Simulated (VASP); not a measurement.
Runs of VASP 6.6.1 on BN. The structure is that of space group P6_3/mmc (No. 194), or close to it. The cells are those of the table. 

```tsv
cell	gap on the mesh (eV)	pressure (GPa)
a = 2.538, b = 2.538, c = 6.482 Å, angles 90.0, 90.0, 120.0°, 4 atoms	4.74	-9.6
a = 2.426, b = 2.426, c = 7.098 Å, angles 90.0, 90.0, 120.0°, 4 atoms	(c)	24.4
a = 2.643, b = 2.643, c = 5.977 Å, angles 90.0, 90.0, 120.0°, 4 atoms	4.46	-33.1
a = 2.464, b = 2.464, c = 6.881 Å, angles 90.0, 90.0, 120.0°, 4 atoms	(b)	(a)
a = 2.294, b = 2.294, c = 7.934 Å, angles 90.0, 90.0, 120.0°, 4 atoms	4.34	77.2
```

Alike in all rows: task single point; level r2SCAN; potentials or basis VASP PAW PBE potentials, release 64 (B, N); no spin polarisation; k mesh 12 × 12 × 4; cutoff (eV) 520; smearing gaussian 0.05 eV.

Task: Estimate the missing entries.

Result: (a) 11.9; (b) 5.01; (c) 5.12.

Caveats: the PAW data sets were made with another functional, which shifts forces and pressure a little.

A k mesh can miss the band edges.
